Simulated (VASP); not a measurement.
Here is a VASP 6.6.1 calculation.

The input INCAR:

```
PREC = Accurate
ENCUT = 600
EDIFF = 1E-6
ISMEAR = -1
SIGMA = 0.02
LREAL = F
LASPH = T
NELM = 80
ALGO = Normal
ISIF = 3
LWAVE = F
LCHARG = F
GGA = PS
IBRION = 2
NSW = 80
EDIFFG = -0.005
```

File KPOINTS:

```
Automatic mesh
0
Gamma
  12 12 12
```

The input POSCAR:

```
BN
1.0
    0.0000000000      1.7517434717      1.7517434717
    1.7517434717      0.0000000000      1.7517434717
    1.7517434717      1.7517434717      0.0000000000
B N
1 1
Direct
    0.0000000000      0.0000000000      0.0000000000
    0.5000000000      0.5000000000      0.5000000000
```

Potentials or basis: VASP PAW PBE potentials, release 64 (B, N).

The run is started by

```console
$ cat potpaw_PBE.64/B/POTCAR potpaw_PBE.64/N/POTCAR > POTCAR
$ mpirun -np 1 vasp_std > vasp.out
```

Problem. Predict the relaxed volume.

Solution. 5.28 Å³/atom.

Problem. What does it give for the space group after relaxing (to 0.05 Å)?

Solution. Fm-3m (No. 225).

Problem. Predict the band gap on the k mesh.

Solution. 1.28 eV, indirect (least direct gap 5.86 eV).

Problem. Estimate the relaxed cell.

Solution. a = 2.463 Å, b = 2.463 Å, c = 2.463 Å, α = 60.00°, β = 60.00°, γ = 60.00°.

The path:
```tsv
step	energy change (eV)	largest force (eV/Å)	pressure (GPa)	volume (Å³)
1	0.0000	0.0000	-6.87	10.75
2	-0.0007	0.0000	6.59	10.40
3	-0.0041	0.0000	-0.02	10.56
```

Caveat: the PAW data sets were made with another functional, which shifts forces and pressure a little. As with any semilocal functional, this PBEsol gap is likely too small.
